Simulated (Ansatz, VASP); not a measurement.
Two plane-wave programs on Mg7FeO8

The input INCAR:

```
ALGO     = Normal         # electronic algorithm
EDIFF    = 1E-6           # SCF threshold, eV
ENCUT    = 750            # plane-wave cutoff, eV
GGA_COMPAT= F            
ISIF     = 2              # what is computed and relaxed
ISMEAR   = 0              # smearing method
ISPIN    = 2              # spin polarisation
LASPH    = T              # aspherical terms in the spheres
LCHARG   = F              # write CHGCAR
LMAXMIX  = 4              # l up to which the mixer works
LORBIT   = 11             # projections on sites
LREAL    = Auto         
LWAVE    = F              # write WAVECAR
MAGMOM   = 0 0 0 0 0 0 0 0 0 0.06 0.06 0.08 0.01 0.08 0.01 3.31 # initial moments
NBANDS   = 85             # bands
NELM     = 200            # most SCF steps
PREC     = Accurate       # precision mode
SIGMA    = 0.01           # smearing width, eV
```

Contents of KPOINTS:

```
k-points
0
Gamma
  1 2 2
```

The input POSCAR:

```
Mg7FeO8
1.0
    8.5500000000      0.0000000000      0.0000000000
    0.0000000000      4.2750000000      0.0000000000
    0.0000000000      0.0000000000      4.2750000000
Mg O Fe
7 8 1
Direct
    0.0000000000      0.0000000000      0.0000000000
    0.5000000000      0.0000000000      0.0000000000
    0.5000000000      0.5000000000      0.5000000000
    0.2500000000      0.0000000000      0.5000000000
    0.7500000000      0.0000000000      0.5000000000
    0.2500000000      0.5000000000      0.0000000000
    0.7500000000      0.5000000000      0.0000000000
    0.2500000000      0.0000000000      0.0000000000
    0.7500000000      0.0000000000      0.0000000000
    0.2500000000      0.5000000000      0.5000000000
    0.7500000000      0.5000000000      0.5000000000
    0.0000000000      0.0000000000      0.5000000000
    0.5000000000      0.0000000000      0.5000000000
    0.0000000000      0.5000000000      0.0000000000
    0.5000000000      0.5000000000      0.0000000000
    0.0000000000      0.5000000000      0.5000000000
```

Input for Ansatz:

```yaml
crystal:
  lattice:
    - [8.55, 0.0, 0.0]
    - [0.0, 4.275, 0.0]
    - [0.0, 0.0, 4.275]
  atoms:
    - { symbol: Mg, position: [0.0, 0.0, 0.0] }
    - { symbol: Mg, position: [0.5, 0.0, 0.0] }
    - { symbol: O, position: [0.25, 0.0, 0.0] }
    - { symbol: O, position: [0.75, 0.0, 0.0] }
    - { symbol: Fe, position: [0.0, 0.5, 0.5] }
    - { symbol: Mg, position: [0.5, 0.5, 0.5] }
    - { symbol: O, position: [0.25, 0.5, 0.5] }
    - { symbol: O, position: [0.75, 0.5, 0.5] }
    - { symbol: Mg, position: [0.25, 0.0, 0.5] }
    - { symbol: Mg, position: [0.75, 0.0, 0.5] }
    - { symbol: O, position: [0.0, 0.0, 0.5] }
    - { symbol: O, position: [0.5, 0.0, 0.5] }
    - { symbol: Mg, position: [0.25, 0.5, 0.0] }
    - { symbol: Mg, position: [0.75, 0.5, 0.0] }
    - { symbol: O, position: [0.0, 0.5, 0.0] }
    - { symbol: O, position: [0.5, 0.5, 0.0] }
hamiltonian:
  xc: lda
  pseudopotentials: { kind: paw }
basis:
  ecutwfc: 420
kpoints:
  mp_grid: { grid: [1, 2, 2] }
scf:
  occupations: { method: gaussian, width: 0.01 }
  lower_state_search: "off"
output:
  forces: true
  stress: true
  write_density: true
  write_potential: true
  elf: true
  volumetric_format: npy
magnetization:
  spin_polarized: true
```

Alike in both runs: task single point; functional LDA; k mesh 1 × 2 × 2; occupations gaussian, width 0.01 eV; collinear spin.

|  | VASP | Ansatz |
| --- | --- | --- |
| version | VASP 6.6.1 | Ansatz 0.2.0 |
| potentials or method | VASP PAW LDA potentials, release 64 (Mg_sv, O, Fe_sv), cutoff 750 eV | PAW, plane waves, scalar-relativistic |
| valence electrons in the cell | 134 | 134 |

```tsv
	VASP	Ansatz	Ansatz less VASP
pressure (GPa)	-13.0	-12.8	+0.15
rms of the force components (eV/Å)	0.127	0.131	+0.0043
net moment per atom (μB)	0.22	0.22	0.000
size of the moment on the site where the two differ most (μB)	3.03	3.00	-0.024
```

LDA's correlation is that of Perdew and Zunger in VASP and of Perdew and Wang (1992) in Ansatz. Site moments also hang on the region over which each program counts them. Ansatz's warnings: no starting moments.

The k mesh is coarse, so the values compare programs but aren't converged.
